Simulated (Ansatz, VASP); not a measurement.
Zn5CdS6: VASP beside Ansatz

```
CELL_PARAMETERS angstrom
6.75848 0.00000 0.00000
-3.37924 5.85302 0.00000
0.00000 0.00000 6.38718
ATOMIC_POSITIONS crystal
Zn 0.66055 0.00000 0.99960
Zn 0.33945 0.33945 0.99960
Zn 0.00000 0.66055 0.99960
Zn 0.66667 0.33333 0.50038
Zn 0.33333 0.66667 0.50038
Cd 0.00000 0.00000 0.50072
S 0.64540 0.00000 0.36895
S 0.35460 0.35460 0.36895
S 0.00000 0.64540 0.36895
S 0.00000 0.00000 0.90074
S 0.66667 0.33333 0.87105
S 0.33333 0.66667 0.87105
```

Alike in both runs: functional PBE; k mesh 6 × 6 × 4; occupations gaussian, width 0.02 eV; no spin polarisation.

Ansatz relaxed the structure, and its values are those at the end. VASP's run is a single point on that final structure, the one shown.

```csv
,VASP,Ansatz
version,VASP 6.6.1,Ansatz 0.2.0
potentials or method,"VASP PAW PBE potentials, release 64 (Zn, Cd, S), cutoff 520 eV","scalar-relativistic, plane waves, PAW"
valence electrons in the cell,108,116
```

|  | VASP | Ansatz | Ansatz less VASP |
| --- | --- | --- | --- |
| gap on the k mesh at the Fermi level (eV) | 1.84 | 1.84 | -0.004 |
| least direct gap on the mesh (eV) | 1.84 | 1.84 | -0.004 |
| pressure (GPa) | 0.2 | 0.0 | -0.18 |
| rms of the force components (eV/Å) | 0.006 | 0.004 | -0.0025 |

The functional is the same, so the differences come from potentials, cutoffs and numerics. VASP's potentials hold 108 valence electrons a cell and Ansatz's 116, so a difference there can come from the potentials and not from the codes.
